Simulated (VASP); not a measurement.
Input of a VASP 6.6.1 run:

INCAR

```
PREC = Accurate
ENCUT = 520
EDIFF = 1E-6
ISMEAR = 0
SIGMA = 0.1
LREAL = Auto
LASPH = T
NELM = 100
ALGO = Normal
ISIF = 2
LWAVE = F
LCHARG = F
GGA = PE
NBANDS = 174
```

File KPOINTS:

```
Automatic mesh
0
Gamma
  3 3 1
```

POSCAR

```
Ag
1.0
    8.8034794258      0.0000000000      0.0000000000
    0.0000000000      8.8034794258      0.0000000000
    0.0000000000      0.0000000000     16.1500000000
Ag
28
Direct
    0.0000000000      0.0000000000      0.3715170300
    0.3333333300      0.0000000000      0.3715170300
    0.6666666700      0.0000000000      0.3715170300
    0.0000000000      0.3333333300      0.3715170300
    0.3333333300      0.3333333300      0.3715170300
    0.6666666700      0.3333333300      0.3715170300
    0.0000000000      0.6666666700      0.3715170300
    0.3333333300      0.6666666700      0.3715170300
    0.6666666700      0.6666666700      0.3715170300
    0.1666585462      0.1666625652      0.4968820234
    0.4983482012      0.1666574978      0.4970892138
    0.8350304973      0.1666586791      0.4971162619
    0.1666488944      0.4983373008      0.4970949867
    0.4988955128      0.4988882725      0.4970542560
    0.8344702064      0.4988829967      0.4970761754
    0.1666500707      0.8350187607      0.4971085364
    0.4988932710      0.8344608037      0.4970651731
    0.8344741086      0.8344677463      0.4970871945
   -0.0026267880     -0.0026112162      0.6252600993
    0.3360255622     -0.0027541590      0.6251782478
    0.6666969406      0.0008526298      0.6224900924
   -0.0026994118      0.3359786620      0.6252198638
    0.3360927371      0.3361161475      0.6251352519
    0.6666948907      0.3324857270      0.6224910080
    0.0008549723      0.6666823350      0.6224898113
    0.3324884697      0.6666802778      0.6224916519
    0.6666646924      0.6666656760      0.6209615105
    0.1671860179      0.1669263741      0.7385906328
```

Potentials or basis: VASP PAW PBE potentials, release 64 (Ag).

Run with:

```console
$ cat potpaw_PBE.64/Ag/POTCAR > POTCAR
$ mpirun -np 1 vasp_std > vasp.out
```

(1) What does it give for the band gap on the k mesh?

(2) Predict the largest force.

## Answers

(1) zero (band 154 reaches 0.90 eV, above the bottom of band 155 at -0.19 eV).

(2) 0.071 eV/Å.
